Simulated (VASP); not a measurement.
ScAl3: single point with PBEsol

ScAl3:

```xyz
4
Lattice="4.0432 0.0000 0.0000 0.0000 4.0432 0.0000 0.0000 0.0000 4.0432" Properties=species:S:1:pos:R:3 pbc="T T T"
Sc    0.0000    0.0000    0.0000
Al    2.0216    2.0216    0.0000
Al    0.0000    2.0216    2.0216
Al    2.0216    0.0000    2.0216
```

```
Program                : VASP 6.6.1
Task                   : single point
Functional             : PBEsol
Potentials or basis    : VASP PAW PBE potentials, release 64 (Sc_sv, Al)
Cutoff                 : 520 eV
k mesh                 : 7 × 7 × 7
Occupations            : fermi-dirac, width 0.05 eV
Spin                   : no spin polarisation
Dipole correction      : no
Further INCAR settings : ALGO = Fast; EDIFF = 1e-07; NBANDS = 18
```

```json
{
 "Pressure": "2.1 GPa",
 "Band gap on the k mesh": "zero (bands 10 and 11 overlap by 3.71 eV)"
}
```

Levels at points of the mesh, in eV from the Fermi level:
| k point | band 7 | band 8 | band 9 | band 10 | band 11 | band 12 | band 13 | band 14 |
| --- | --- | --- | --- | --- | --- | --- | --- | --- |
| (0.00, 0.00, 0.00) | -2.57 | -1.71 | -1.71 | -1.71 | 1.33 | 1.41 | 1.41 | 1.41 |

Run time: 22 s on 1 thread of AMD EPYC 9R45 96-Core Processor (Zen 5), on a shared host, peak memory 0.14 GiB.

Caveat: the PAW data sets were made with another functional, which shifts forces and pressure a little.
